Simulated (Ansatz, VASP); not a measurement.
One calculation of TiAl, two programs

File INCAR:

```
PREC = Accurate
ENCUT = 520
EDIFF = 1E-6
ISMEAR = 0
SIGMA = 0.15
LREAL = False
LASPH = True
NELM = 100
ALGO = Fast
ISIF = 2
LWAVE = False
LCHARG = False
GGA = CA
NBANDS = 14
```

Contents of KPOINTS:

```
Automatic mesh
0
Gamma
  16 16 16
```

POSCAR

```
TiAl
1.0
    2.8109695134      0.0000000000      0.0000000000
    0.0000000000      2.8109695134      0.0000000000
    0.0000000000      0.0000000000      3.5114631162
Ti Al
1 1
Direct
    0.0000000000      0.0000000000      0.0000000000
    0.5000000000      0.5000000000      0.5000000000
```

Input for Ansatz:

```yaml
crystal:
  lattice:
    - [2.8109695134, 0.0, 0.0]
    - [0.0, 2.8109695134, 0.0]
    - [0.0, 0.0, 3.5114631162]
  atoms:
    - { symbol: Ti, position: [0.0, 0.0, 0.0] }
    - { symbol: Al, position: [0.5, 0.5, 0.5] }
basis:
  ecutwfc: 520.0
kpoints:
  mp_grid: { grid: [16, 16, 16] }
hamiltonian:
  xc: lda
  pseudopotentials: { kind: paw, azcp: { folder: soft_1 } }
scf:
  occupations: { method: gaussian, width: 0.15 }
output:
  forces: true
  stress: true
  eigenvalues: true
```

Alike in both runs: task single point; functional LDA; k mesh 16 × 16 × 16; occupations gaussian, width 0.15 eV; no spin polarisation.

|  | VASP | Ansatz |
| --- | --- | --- |
| version | VASP 6.6.1 | Ansatz 0.2.0 |
| potentials or method | VASP PAW LDA potentials, release 64 (Ti_sv, Al), cutoff 520 eV | scalar-relativistic, plane waves, PAW |
| valence electrons in the cell | 15 | 15 |

```tsv
	VASP	Ansatz	Ansatz less VASP
gap on the k mesh at the Fermi level (eV)	none	none	-
pressure (GPa)	14.8	14.6	-0.25
traceless stress, the component that is largest in VASP (GPa)	6.01	6.01	+0.006
```

Ansatz warns that its potentials were made for another functional, while VASP's fit it. LDA's correlation is that of Perdew and Zunger in VASP and of Perdew and Wang (1992) in Ansatz. A gap of «none» marks a metal or a gap that the smearing closes.
